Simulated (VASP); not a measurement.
Runs of VASP 6.6.1 on Si. The structure is that of space group Fm-3m (No. 225), or close to it. The cells are those of the table. 

| cell | gap on the mesh (eV) | pressure (GPa) |
| --- | --- | --- |
| a = 2.314 Å, angles 60.0°, 1 atom | none | (b) |
| a = 2.377 Å, angles 60.0°, 1 atom | none | 86.3 |
| a = 2.346 Å, angles 60.0°, 1 atom | none | 102.9 |
| a = 2.393 Å, angles 60.0°, 1 atom | none | 79.3 |
| a = 2.408 Å, angles 60.0°, 1 atom | none | 72.8 |
| a = 2.362 Å, angles 60.0°, 1 atom | none | (a) |
| a = 2.330 Å, angles 60.0°, 1 atom | none | 113.1 |

Alike in all rows: task single point; level PBE; potentials or basis VASP PAW PBE potentials, release 64 (Si); no spin polarisation; k mesh 15 × 15 × 15; cutoff (eV) 500; smearing gaussian 0.1 eV.

Estimate the missing entries.

(a) 94.0; (b) 124.2.

A gap of «none» marks levels without a gap at the run's occupations.
